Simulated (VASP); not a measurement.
# GaN in VASP: settings compared, part 2 of 2

VASP 6.6.1. The steps go on from the part before.

## 4. Single point, PBEsol

Input file INCAR:

```
SYSTEM = GaN
PREC = Accurate
ENCUT = 520
EDIFF = 1E-6
ISMEAR = 0
SIGMA = 0.05
LREAL = .False.
LASPH = .True.
NELM = 100
ALGO = Normal
ISIF = 2
LWAVE = .False.
LCHARG = .False.
LDIPOL = .True.
IDIPOL = 3
DIPOL = 0.5 0.5 0.500
GGA = PS
NBANDS = 56
```

Input file KPOINTS:

```
Automatic mesh
0
Gamma
  9 9 1
  0 0 0
```

Input file POSCAR:

```
GaN
1.0
    3.2162589223      0.0000000000      0.0000000000
   -1.6081294611      2.7853619318      0.0000000000
    0.0000000000      0.0000000000     26.1607737570
N Ga
5 5
Direct
    0.0000000000      0.0000000000      0.2866887681
    0.3333333333      0.6666666667      0.3870705243
    0.6666666667      0.3333333333      0.4874522805
    0.0000000000      0.0000000000      0.5878340367
    0.3333333333      0.6666666667      0.6882157929
    0.3333333333      0.6666666667      0.3117842071
    0.6666666667      0.3333333333      0.4121659633
    0.0000000000      0.0000000000      0.5125477195
    0.3333333333      0.6666666667      0.6129294757
    0.6666666667      0.3333333333      0.7133112319
```

On the command line:

```bash
> cat potpaw_PBE.64/N/POTCAR potpaw_PBE.64/Ga_d/POTCAR > POTCAR
> mpirun -np 1 vasp_std > vasp.out
```

Wall time 4.8 min (1 thread of Intel Xeon 6975P-C (Granite Rapids), shared host); peak memory 0.38 GiB.

Results (log left out):

```yaml
Free_energy: -61.8214 eV
Largest_force: 1.917 eV/Å
Band_gap_on_the_k_mesh: zero (band 45 reaches 0.35 eV, above the bottom of band 46 at -0.10 eV)
```

Forces in eV/Å, atoms in the order of the input:
```
N    0.000  0.000  1.701
N    0.000  0.000  0.869
N    0.000  0.000  0.572
N    0.000  0.000  0.496
N    0.000  0.000  0.448
Ga   0.000  0.000 -1.917
Ga   0.000  0.000 -0.619
Ga   0.000  0.000 -0.569
Ga   0.000  0.000 -0.759
Ga   0.000  0.000 -0.221
```

Levels at points of the mesh, in eV from the Fermi level:
```csv
k point,band 41,band 42,band 43,band 44,band 45,band 46,band 47,band 48,band 49,band 50
"(0.00, 0.00, 0.00)",-1.07,-0.82,-0.82,-0.18,0.38,0.38,1.45,2.33,2.70,3.38
```

Caveat: the PAW data sets were made with another functional, which shifts forces and pressure a little.

## 5. Single point, PBE

This run uses another cell than the first one, of 29.71 Å³/atom, 1.268 times its volume.

Input file INCAR:

```
SYSTEM = GaN
ALGO = Normal
DIPOL = 0.5 0.5 0.500
EDIFF = 1E-6
ENCUT = 520
GGA = PE
IDIPOL = 3
ISIF = 2
ISMEAR = 0
LASPH = .TRUE.
LCHARG = .FALSE.
LDIPOL = .TRUE.
LREAL = .FALSE.
LWAVE = .FALSE.
NBANDS = 56
NELM = 80
PREC = Accurate
SIGMA = 0.05
```

Input file KPOINTS:

```
k-points
0
G
  9 9 1
  0 0 0
```

Input file POSCAR:

```
GaN
1.0
    3.2162589223      0.0000000000      0.0000000000
   -1.6081294611      2.7853619318      0.0000000000
    0.0000000000      0.0000000000     33.1607737570
N Ga
5 5
Direct
    0.0000000000      0.0000000000      0.3317172295
    0.3333333333      0.6666666667      0.4109091215
    0.6666666667      0.3333333333      0.4901010135
    0.0000000000      0.0000000000      0.5692929055
    0.3333333333      0.6666666667      0.6484847975
    0.3333333333      0.6666666667      0.3515152025
    0.6666666667      0.3333333333      0.4307070945
    0.0000000000      0.0000000000      0.5098989865
    0.3333333333      0.6666666667      0.5890908785
    0.6666666667      0.3333333333      0.6682827705
```

On the command line:

```bash
> cat potpaw_PBE.64/N/POTCAR potpaw_PBE.64/Ga_d/POTCAR > POTCAR
> mpirun -np 1 vasp_std > vasp.out
```

It took 8.2 min on 1 thread of Intel Xeon 6975P-C (Granite Rapids), shared host; peak memory 0.42 GiB.

It converged, with:

* Free energy: -57.3045 eV
* Largest force: 2.021 eV/Å
* Band gap on the k mesh: zero (band 45 reaches -0.80 eV, above the bottom of band 46 at -1.24 eV)

Forces on the atoms (eV/Å):
```
N    0.000  0.000  1.460
N    0.000  0.000  0.870
N    0.000  0.000  0.576
N    0.000  0.000  0.500
N    0.000  0.000  0.446
Ga   0.000  0.000 -2.021
Ga   0.000  0.000 -0.619
Ga   0.000  0.000 -0.574
Ga   0.000  0.000 -0.757
Ga   0.000  0.000  0.121
```

Levels at points of the mesh, in eV from the Fermi level:
```csv
k point,band 43,band 44,band 45,band 46,band 47,band 48
"(0.00, 0.00, 0.00)",-0.82,-0.19,0.38,0.38,1.47,2.35
```

## 6. Single point, PBE

Input file INCAR:

```
SYSTEM = GaN
ALGO = Normal ; DIPOL = 0.5 0.5 0.500
EDIFF = 1E-6 ; ENCUT = 520
GGA = PE ; IDIPOL = 3
ISIF = 2 ; ISMEAR = 0
LASPH = .TRUE. ; LCHARG = .FALSE.
LDIPOL = .TRUE. ; LREAL = .FALSE.
LWAVE = .FALSE. ; NBANDS = 56
NELM = 80 ; PREC = Accurate
SIGMA = 0.05
```

Input file KPOINTS:

```
k-points
0
G
  9 9 3
  0 0 0
```

Input file POSCAR:

```
GaN
1.0
    3.2162589223      0.0000000000      0.0000000000
   -1.6081294611      2.7853619318      0.0000000000
    0.0000000000      0.0000000000     26.1607737570
N Ga
5 5
Direct
    0.0000000000      0.0000000000      0.2866887681
    0.3333333333      0.6666666667      0.3870705243
    0.6666666667      0.3333333333      0.4874522805
    0.0000000000      0.0000000000      0.5878340367
    0.3333333333      0.6666666667      0.6882157929
    0.3333333333      0.6666666667      0.3117842071
    0.6666666667      0.3333333333      0.4121659633
    0.0000000000      0.0000000000      0.5125477195
    0.3333333333      0.6666666667      0.6129294757
    0.6666666667      0.3333333333      0.7133112319
```

Potentials or basis: VASP PAW PBE potentials, release 64 (N, Ga_d).

On the command line:

```bash
> cat potpaw_PBE.64/N/POTCAR potpaw_PBE.64/Ga_d/POTCAR > POTCAR
> mpirun -np 1 vasp_std > vasp.out
```

It took 11 min on 1 thread of Intel Xeon 6975P-C (Granite Rapids), shared host; peak memory 0.51 GiB.

It converged, with:

```yaml
Free_energy: -57.3065 eV
Largest_force: 2.022 eV/Å
Band_gap_on_the_k_mesh: zero (band 45 reaches 0.45 eV, above the bottom of band 46 at 0.01 eV)
```

Forces in eV/Å, atoms in the order of the input:
```
N    0.000  0.000  1.461
N    0.000  0.000  0.872
N    0.000  0.000  0.576
N    0.000  0.000  0.501
N    0.000  0.000  0.458
Ga   0.000  0.000 -2.022
Ga   0.000  0.000 -0.620
Ga   0.000  0.000 -0.573
Ga   0.000  0.000 -0.762
Ga   0.000  0.000  0.109
```

Levels at points of the mesh, in eV from the Fermi level:
```csv
k point,band 43,band 44,band 45,band 46,band 47,band 48
"(0.00, 0.00, 0.00)",-0.82,-0.19,0.38,0.38,1.47,2.35
```

## 7. Overview

```csv
level,cell,k mesh,gap on the mesh (eV),largest force (eV/Å)
PBE,"a = 3.216, b = 3.216, c = 26.161 Å, angles 90.0, 90.0, 120.0°, 10 atoms",9 × 9 × 1,none,0.02
PBEsol,"a = 3.216, b = 3.216, c = 26.161 Å, angles 90.0, 90.0, 120.0°, 10 atoms",9 × 9 × 1,none,1.92
PBE,"a = 3.216, b = 3.216, c = 33.161 Å, angles 90.0, 90.0, 120.0°, 10 atoms",9 × 9 × 1,none,2.02
PBE,"a = 3.216, b = 3.216, c = 26.161 Å, angles 90.0, 90.0, 120.0°, 10 atoms",9 × 9 × 3,none,2.02
```

Some of these runs hold the atoms at other places in the same cell, which the table doesn't show; runs alike in all that it shows share one row.

Alike in all rows: task single point; potentials or basis VASP PAW PBE potentials, release 64 (N, Ga_d); no spin polarisation; cutoff (eV) 520; smearing gaussian 0.05 eV.

Every run on the cell as given and a fine mesh finds a metal.

Caveats: the PAW data sets were made with another functional, which shifts forces and pressure a little (some runs).

Absolute energies hang on the potentials; compare differences alone.
